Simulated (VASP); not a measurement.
# MnS (F-43m) in VASP: further runs, part 2 of 2

VASP 6.6.1. The steps go on from the part before.

**5. Single point, PBEsol+U, collinear spin, ferromagnetic start**

This run uses another cell than the first one, of 22.83 Å³/atom.

The input, INCAR:

```
SYSTEM = MnS
PREC     = Accurate       ! precision mode
ENCUT    = 520            ! plane-wave cutoff, eV
EDIFF    = 1E-7           ! SCF threshold, eV
ISMEAR   = 1              ! smearing method
SIGMA    = 0.1            ! smearing width, eV
LREAL    = .FALSE.        ! projectors in reciprocal space
LASPH    = .TRUE.         ! aspherical terms in the spheres
NELM     = 150            ! most SCF steps
ALGO     = Normal         ! electronic algorithm
ISIF     = 2              ! what is computed and relaxed
LWAVE    = .FALSE.        ! write WAVECAR
LCHARG   = .FALSE.        ! write CHGCAR
ISPIN    = 2              ! spin polarisation
MAGMOM   = 5.2 0          ! initial moments
LORBIT   = 11             ! projections on sites
LMAXMIX  = 4              ! l up to which the mixer works
LDAU     = .TRUE.         ! DFT+U
LDAUTYPE = 2            
LDAUL    = 2 -1           ! shell
LDAUU    = 3.5 0          ! U, eV
LDAUJ    = 0 0          
LDAUPRINT= 1            
GGA      = PS             ! functional
NBANDS   = 20             ! bands
```

The input, KPOINTS:

```
Automatic mesh
0
G
  8 8 8
  0 0 0
```

The input, POSCAR:

```
MnS
1.0
    0.0000000000      2.8368463307      2.8368463307
    2.8368463307      0.0000000000      2.8368463307
    2.8368463307      2.8368463307      0.0000000000
Mn S
1 1
Direct
    0.0000000000      0.0000000000      0.0000000000
    0.2500000000      0.2500000000      0.2500000000
```

Launch:

```bash
cat potpaw_PBE.64/Mn_pv/POTCAR potpaw_PBE.64/S/POTCAR > POTCAR
mpirun -np 1 vasp_std > vasp.out
```

It took 1.7 min on 1 thread of Intel Xeon 8259CL, shared host; peak memory 0.2 GiB.

The run converged. Its results:

| Property | Result |
| --- | --- |
| Free energy | -13.7088 eV |
| Pressure | -0.5 GPa |
| Band gap on the k mesh | 1.09 eV |
| Net moment | 5.00 μB per cell |
| Site moments | Mn +4.56; S +0.03 μB |
| Valence electrons inside the program's atomic spheres | Mn 11.33; S 3.75 |

Levels at points of the mesh, in eV from the valence-band top:
Spin up:
```
           k point  band 9  band 10  band 11  band 12  band 13  band 14  band 15  band 16
(0.00, 0.00, 0.00)   -4.34     0.00     0.00     0.00     1.09     6.08     6.08     6.08
(0.50, 0.00, 0.00)   -4.27    -4.04    -0.91    -0.91     3.06     6.39     6.39     6.89
(0.50, 0.50, 0.00)   -4.19    -3.43    -2.33    -2.33     2.72     4.36     9.10    10.69
```
Spin down:
```tsv
k point	band 4	band 5	band 6	band 7	band 8	band 9	band 10	band 11
(0.00, 0.00, 0.00)	-12.96	-2.44	-2.44	-2.44	2.04	2.63	2.63	4.49
(0.50, 0.00, 0.00)	-12.33	-4.61	-2.45	-2.45	2.42	2.74	2.74	3.51
(0.50, 0.50, 0.00)	-12.12	-4.46	-2.73	-2.73	1.12	2.25	3.04	3.04
```

Eigenvalues of the final occupation matrices:
```tsv
site	spin	trace	eigenvalues
site 1 d	1	4.67	0.93 0.93 0.94 0.94 0.94
site 1 d	2	0.21	0.02 0.02 0.06 0.06 0.06
```

Caveat: the PAW data sets were made with another functional, which shifts forces and pressure a little; a cell with one magnetic atom can't hold antiferromagnetic order, which such compounds often take. A k mesh can miss the band edges.

**6. Single point, PBEsol+U, collinear spin, ferromagnetic start**

This run uses another cell than the first one, of 23.49 Å³/atom.

The input, INCAR:

```
SYSTEM = MnS
ALGO = Normal ; EDIFF = 1E-6
ENCUT = 520 ; GGA = PS
ISIF = 2 ; ISMEAR = 1
ISPIN = 2 ; LASPH = .TRUE.
LCHARG = .TRUE. ; LDAU = .TRUE.
LDAUJ = 0 0 ; LDAUL = 2 -1
LDAUPRINT = 1 ; LDAUTYPE = 2
LDAUU = 3.5 0 ; LELF = .TRUE.
LMAXMIX = 4 ; LORBIT = 11
LREAL = .FALSE. ; LVHAR = .TRUE.
LWAVE = .FALSE. ; MAGMOM = 5.2 0
NBANDS = 20 ; NELM = 150
PREC = Accurate ; SIGMA = 0.1
```

The input, KPOINTS:

```
k-points
0
G
  8 8 8
  0 0 0
```

The input, POSCAR:

```
MnS
1.0
    0.0000000000      2.8638655410      2.8638655410
    2.8638655410      0.0000000000      2.8638655410
    2.8638655410      2.8638655410      0.0000000000
Mn S
1 1
Direct
    0.0000000000      0.0000000000      0.0000000000
    0.2500000000      0.2500000000      0.2500000000
```

Potentials or basis: VASP PAW PBE potentials, release 64 (Mn_pv, S).

Launch:

```bash
cat potpaw_PBE.64/Mn_pv/POTCAR potpaw_PBE.64/S/POTCAR > POTCAR
mpirun -np 1 vasp_std > vasp.out
```

OUTCAR:

```text
SYSTEM = MnS
   EDIFF = 1E-6
   ENCUT = 520
   GGA = PS
   ISIF = 2
   ISMEAR = 1
   ISPIN = 2
   LASPH = .TRUE.
   LORBIT = 11
   LREAL = .FALSE.
   NELM = 150
   PREC = Accurate

 ion  position               nearest neighbor table
   1  0.000  0.000  0.000-   2 2.48   2 2.48   2 2.48   2 2.48
   2  0.250  0.250  0.250-   1 2.48   1 2.48   1 2.48   1 2.48

  LATTYP: Found a face centered cubic cell.
 ALAT       =     5.7277310820

  Lattice vectors:

 A1 = (   0.0000000000,   2.8638655410,   2.8638655410)
 A2 = (   2.8638655410,   0.0000000000,   2.8638655410)
 A3 = (   2.8638655410,   2.8638655410,   0.0000000000)

Analysis of symmetry for initial positions (statically):
=====================================================================
 Subroutine PRICEL returns:
 Original cell was already a primitive cell.

 Routine SETGRP: Setting up the symmetry group for a
 face centered cubic supercell.

 Subroutine GETGRP returns: Found 24 space group operations
 (whereof 24 operations were pure point group operations)
 out of a pool of 48 trial point group operations.

The static configuration has the point symmetry T_d .

Analysis of symmetry for dynamics (positions and initial velocities):
=====================================================================
 Subroutine PRICEL returns:
 Original cell was already a primitive cell.

 Routine SETGRP: Setting up the symmetry group for a
 face centered cubic supercell.

 Subroutine GETGRP returns: Found 24 space group operations
 (whereof 24 operations were pure point group operations)
 out of a pool of 48 trial point group operations.

The dynamic configuration has the point symmetry T_d .

Analysis of structural, dynamic, and magnetic symmetry:
=====================================================================
 Subroutine PRICEL returns:
 Original cell was already a primitive cell.

 Routine SETGRP: Setting up the symmetry group for a
 face centered cubic supercell.

 Subroutine GETGRP returns: Found 24 space group operations
 (whereof 24 operations were pure point group operations)
 out of a pool of 48 trial point group operations.

The overall configuration has the point symmetry T_d .

 Subroutine INISYM returns: Found 24 space group operations
 (whereof 24 operations are pure point group operations),
 and found     1 'primitive' translations

----------------------------------------------------------------------------------------

                                     Primitive cell

  volume of cell :      46.9773

  direct lattice vectors                    reciprocal lattice vectors
     0.000000000  2.863865541  2.863865541    -0.174589202  0.174589202  0.174589202
     2.863865541  0.000000000  2.863865541     0.174589202 -0.174589202  0.174589202
     2.863865541  2.863865541  0.000000000     0.174589202  0.174589202 -0.174589202

  length of vectors
[... 111 lines left out ...]
   GGA     = PS    functional components
   LHFCALC =     F    Hartree Fock is set to
   AEXX    =    0.0000 exact exchange contribution
   IVDW    =     0    specifies the selected vdW correction
   LEPSILON=     F    determine dielectric tensor
   LRPA    =     F    only Hartree local field effects (RPA)
 spin polarized calculation
 Methfessel and Paxton  Order N= 1 SIGMA  =   0.10
  energy-cutoff  :      520.00
  volume of cell :       46.98
 maximum number of plane-waves:      1283
   NGX = 15   NGY = 15   NGZ = 15

atom =   1  type =  1  l = 2

 onsite density matrix

spin component  1

  0.9378 -0.0000  0.0000  0.0000 -0.0000
 -0.0000  0.9378  0.0000 -0.0000 -0.0000
  0.0000  0.0000  0.9316  0.0000  0.0000
  0.0000 -0.0000  0.0000  0.9378  0.0000
 -0.0000 -0.0000  0.0000  0.0000  0.9316

spin component  2

  0.0562  0.0000 -0.0000 -0.0000  0.0000
  0.0000  0.0562 -0.0000  0.0000 -0.0000
 -0.0000 -0.0000  0.0155 -0.0000 -0.0000
 -0.0000  0.0000 -0.0000  0.0562  0.0000
  0.0000 -0.0000 -0.0000  0.0000  0.0155

 occupancies and eigenvectors

  o =  0.0155  v =  0.0000  0.0000  0.0000  0.0000  0.0000  0.0000  0.0000  0.1051  0.0000  0.9945      0.0000  0.0000  0.0000  0.0000  0.0000  0.0000  0.0000  0.0000  0.0000  0.0000
  o =  0.0155  v =  0.0000  0.0000  0.0000  0.0000  0.0000  0.0000  0.0000  0.9945  0.0000 -0.1051      0.0000  0.0000  0.0000  0.0000  0.0000  0.0000  0.0000  0.0000  0.0000  0.0000
  o =  0.0562  v =  0.0000  0.0000  0.0000  0.0000  0.0000  0.0000 -0.0466  0.0000 -0.9989  0.0000      0.0000  0.0000  0.0000  0.0000  0.0000  0.0000  0.0000  0.0000  0.0000  0.0000
  o =  0.0562  v =  0.0000  0.0000  0.0000  0.0000  0.0000  0.0000 -0.9989 -0.0000  0.0466  0.0000      0.0000  0.0000  0.0000  0.0000  0.0000  0.0000  0.0000  0.0000  0.0000  0.0000
  o =  0.0562  v =  0.0000  0.0000  0.0000  0.0000  0.0000  1.0000  0.0000  0.0000  0.0000  0.0000      0.0000  0.0000  0.0000  0.0000  0.0000  0.0000  0.0000  0.0000  0.0000  0.0000
  o =  0.9316  v =  0.0000  0.0000 -0.9986  0.0000  0.0538  0.0000  0.0000  0.0000  0.0000  0.0000      0.0000  0.0000  0.0000  0.0000  0.0000  0.0000  0.0000  0.0000  0.0000  0.0000
  o =  0.9316  v =  0.0000  0.0000 -0.0538  0.0000 -0.9986  0.0000  0.0000  0.0000  0.0000  0.0000      0.0000  0.0000  0.0000  0.0000  0.0000  0.0000  0.0000  0.0000  0.0000  0.0000
  o =  0.9378  v =  1.0000  0.0000  0.0000  0.0000  0.0000  0.0000  0.0000  0.0000  0.0000  0.0000      0.0000  0.0000  0.0000  0.0000  0.0000  0.0000  0.0000  0.0000  0.0000  0.0000
  o =  0.9378  v =  0.0000  0.9999  0.0000  0.0144  0.0000  0.0000  0.0000  0.0000  0.0000  0.0000      0.0000  0.0000  0.0000  0.0000  0.0000  0.0000  0.0000  0.0000  0.0000  0.0000
  o =  0.9378  v =  0.0000 -0.0144  0.0000  0.9999  0.0000  0.0000  0.0000  0.0000  0.0000  0.0000      0.0000  0.0000  0.0000  0.0000  0.0000  0.0000  0.0000  0.0000  0.0000  0.0000

 number of electron      19.0000016 magnetization       5.0000193

 Free energy of the ion-electron system (eV)
  ---------------------------------------------------
  ext. energy  EPLUGINS =         0.00000000
  ---------------------------------------------------
  free energy    TOTEN  =       -13.69806886 eV

  energy without entropy =      -13.69811889  energy(sigma->0) =      -13.69808554

 E-fermi :   3.4967     XC(G=0):  -9.1911

 val. band max:        3.4254223951   @ k =   0.0000   0.0000   0.0000
 cond. band min:       4.4914601401   @ k =   0.0000   0.0000   0.0000
 fundamental gap:      1.0660377450
 Fermi energy:         3.4966692789

 spin component 1

 k-point     1 :       0.0000    0.0000    0.0000
  band No.  band energies     occupation
      1     -46.9442      1.00000
      2     -46.9442      1.00000
      3     -46.9442      1.00000
      4      -9.5633      1.00000
      5      -1.8596      1.00000
      6      -1.8596      1.00000
[... 1097 lines left out ...]
     19      16.9534      0.00000
     20      18.2141      0.00000

 [... further k-points ...]

------------------------ aborting loop because EDIFF is reached ----------------------------------------

  FORCE on cell =-STRESS in cart. coord.  units (eV):
  Direction    XX          YY          ZZ          XY          YZ          ZX
  --------------------------------------------------------------------------------------
  -------------------------------------------------------------------------------------
  Total       -0.6340903     -0.6340903     -0.6340903      0.0000000      0.0000000     -0.0000000
  in kB      -21.6258830    -21.6258830    -21.6258830      0.0000000      0.0000000     -0.0000000
  external PRESSURE =     -21.6258830 kB  Pullay stress =       0.0000000 kB

 VOLUME and BASIS-vectors are now :
 -----------------------------------------------------------------------------
  energy-cutoff  :      520.00
  volume of cell :       46.98
      direct lattice vectors                 reciprocal lattice vectors
     0.000000000  2.863865541  2.863865541    -0.174589202  0.174589202  0.174589202
     2.863865541  0.000000000  2.863865541     0.174589202 -0.174589202  0.174589202
     2.863865541  2.863865541  0.000000000     0.174589202  0.174589202 -0.174589202

 POSITION                                       TOTAL-FORCE (eV/Angst)
 -----------------------------------------------------------------------------------
      0.00000      0.00000      0.00000         0.000000     -0.000000     -0.000000
      1.43193      1.43193      1.43193        -0.000000      0.000000      0.000000
 -----------------------------------------------------------------------------------
    total drift:                               -0.000001     -0.000001     -0.000001

  FREE ENERGIE OF THE ION-ELECTRON SYSTEM (eV)
  ---------------------------------------------------
  free  energy   TOTEN  =       -13.6980688568 eV

  energy  without entropy=      -13.6981188943  energy(sigma->0) =      -13.69808554

 total charge

# of ion       s       p       d       tot
------------------------------------------
    1        0.256   6.196   4.859  11.311
    2        1.308   2.431   0.000   3.739
--------------------------------------------------
tot          1.563   8.627   4.859  15.049

 magnetization (x)

# of ion       s       p       d       tot
------------------------------------------
    1        0.047   0.055   4.467   4.570
    2        0.006   0.015   0.000   0.022
--------------------------------------------------
tot          0.053   0.070   4.467   4.591
```

OSZICAR:

```text
N       E                     dE             d eps       ncg     rms          rms(c)
DAV:   1     0.152096607879E+03    0.15210E+03   -0.10190E+04  2352   0.920E+02
DAV:   2    -0.543855944996E+01   -0.15754E+03   -0.14856E+03  2432   0.269E+02
DAV:   3    -0.137561760397E+02   -0.83176E+01   -0.82475E+01  2752   0.678E+01
DAV:   4    -0.138687443715E+02   -0.11257E+00   -0.11251E+00  2584   0.806E+00
DAV:   5    -0.138707390795E+02   -0.19947E-02   -0.19947E-02  2688   0.113E+00    0.101E+01
DAV:   6    -0.133282900470E+02    0.54245E+00   -0.45946E+00  2644   0.250E+01    0.963E+00
DAV:   7    -0.136172313682E+02   -0.28894E+00   -0.67764E-01  2564   0.609E+00    0.594E+00
DAV:   8    -0.136916997422E+02   -0.74468E-01   -0.88280E-02  2536   0.280E+00    0.298E+00
DAV:   9    -0.136920795199E+02   -0.37978E-03   -0.12015E-02  2572   0.105E+00    0.433E-01
DAV:  10    -0.136974265822E+02   -0.53471E-02   -0.27534E-03  2556   0.678E-01    0.241E-01
DAV:  11    -0.136979867200E+02   -0.56014E-03   -0.21022E-04  2652   0.137E-01    0.128E-01
DAV:  12    -0.136979714307E+02    0.15289E-04   -0.77233E-05  2492   0.688E-02    0.743E-02
DAV:  13    -0.136980697589E+02   -0.98328E-04   -0.26164E-05  2544   0.541E-02    0.163E-02
DAV:  14    -0.136980688568E+02    0.90206E-06   -0.66095E-06  2608   0.156E-02
   1 F= -.13698069E+02 E0= -.13698086E+02  d E =0.500375E-04  mag=     5.0000
```

Run time: 98 s. Hardware: 1 thread of Intel Xeon 8259CL, shared host; peak memory 0.21 GiB.

What came out:

```yaml
Free_energy: -13.6981 eV
Pressure: -2.2 GPa
Band_gap_on_the_k_mesh: 1.07 eV
Net_moment: 5.00 μB per cell
Site_moments: Mn +4.57; S +0.02 μB
Valence_electrons_inside_the_program's_atomic_spheres: Mn 11.31; S 3.74
```

Levels at points of the mesh, in eV from the valence-band top:
Spin up:
```tsv
k point	band 10	band 11	band 12	band 13	band 14	band 15
(0.00, 0.00, 0.00)	0.00	0.00	0.00	1.07	6.11	6.11
(0.50, 0.00, 0.00)	-3.99	-0.87	-0.87	3.04	6.42	6.42
(0.50, 0.50, 0.00)	-3.37	-2.23	-2.23	2.78	4.37	8.97
```
Spin down:
```csv
k point,band 4,band 5,band 6,band 7,band 8,band 9,band 10,band 11
"(0.00, 0.00, 0.00)",-12.76,-2.29,-2.29,-2.29,2.02,2.72,2.72,4.49
"(0.50, 0.00, 0.00)",-12.17,-4.42,-2.31,-2.31,2.52,2.83,2.83,3.56
"(0.50, 0.50, 0.00)",-11.98,-4.27,-2.59,-2.59,1.27,2.35,3.11,3.11
```

Eigenvalues of the final occupation matrices:
| site | spin | trace | eigenvalues |
| --- | --- | --- | --- |
| site 1 d | 1 | 4.68 | 0.93 0.93 0.94 0.94 0.94 |
| site 1 d | 2 | 0.20 | 0.02 0.02 0.06 0.06 0.06 |

Caveat: the PAW data sets were made with another functional, which shifts forces and pressure a little; a cell with one magnetic atom can't hold antiferromagnetic order, which such compounds often take. The state reached can hang on the start; a lower one may exist.

**7. Summary**

```csv
cell,gap on the mesh (eV),pressure (GPa),moment (μB)
"a = 3.893 Å, angles 60.0°, 2 atoms",0.57,6.1,5.00
"a = 3.933 Å, angles 60.0°, 2 atoms",0.77,3.6,5.00
"a = 3.973 Å, angles 60.0°, 2 atoms",0.95,1.4,5.00
"a = 4.012 Å, angles 60.0°, 2 atoms",1.09,-0.5,5.00
"a = 4.050 Å, angles 60.0°, 2 atoms",1.07,-2.2,5.00
```

Alike in all rows: task single point; level PBEsol+U; potentials or basis VASP PAW PBE potentials, release 64 (Mn_pv, S); spin collinear, ferromagnetic start; Mn d U = 3.5 eV; k mesh 8 × 8 × 8; cutoff (eV) 520; smearing methfessel-paxton 0.1 eV.

Caveats: the PAW data sets were made with another functional, which shifts forces and pressure a little; a cell with one magnetic atom can't hold antiferromagnetic order, which such compounds often take; the cell stands under pressure (at least some runs).

Absolute energies hang on the potentials; compare differences alone.
